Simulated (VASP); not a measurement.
Write the native input for VASP 6.6.1 that does the following.

- Task: single point
- Functional: PBEsol
- Potentials or basis: VASP PAW PBE potentials, release 64 (Mo_sv, Se)
- Cutoff: 520 eV
- k mesh: 14 × 14 × 14
- Occupations: gaussian, width 0.1 eV
- Spin: no spin polarisation
- Dipole correction: no
- Further INCAR settings: ALGO = Normal; EDIFF = 1e-06; NBANDS = 17

The structure of MoSe lies in POSCAR:

```
MoSe
1.0
    0.0000000000      2.5748516654      2.5748516654
    2.5748516654      0.0000000000      2.5748516654
    2.5748516654      2.5748516654      0.0000000000
Mo Se
1 1
Direct
    0.0000000000      0.0000000000      0.0000000000
    0.5000000000      0.5000000000      0.5000000000
```

These files were run (other wordings do the same):

INCAR

```
PREC     = Accurate       # precision mode
ENCUT    = 520            # plane-wave cutoff, eV
EDIFF    = 1E-6           # SCF threshold, eV
ISMEAR   = 0              # smearing method
SIGMA    = 0.1            # smearing width, eV
LREAL    = F              # projectors in reciprocal space
LASPH    = T              # aspherical terms in the spheres
NELM     = 80             # most SCF steps
ALGO     = Normal         # electronic algorithm
ISIF     = 2              # what is computed and relaxed
LWAVE    = F              # write WAVECAR
LCHARG   = F              # write CHGCAR
GGA      = PS             # functional
NBANDS   = 17             # bands
```

KPOINTS

```
regular mesh
0
Gamma
  14 14 14
```

Potentials or basis: VASP PAW PBE potentials, release 64 (Mo_sv, Se).

The run is started by

```bash
$ cat potpaw_PBE.64/Mo_sv/POTCAR potpaw_PBE.64/Se/POTCAR > POTCAR
$ mpirun -np 1 vasp_std > vasp.out
```

It gave:

- Pressure: 0.4 GPa
- Band gap on the k mesh: zero (band 10 reaches 10.33 eV, above the bottom of band 11 at 7.94 eV)

Caveat: the PAW data sets were made with another functional, which shifts forces and pressure a little.

Run time: 38 s on 1 thread of AMD EPYC 9R45 96-Core Processor (Zen 5), with other jobs on the host, peak memory 0.17 GiB.
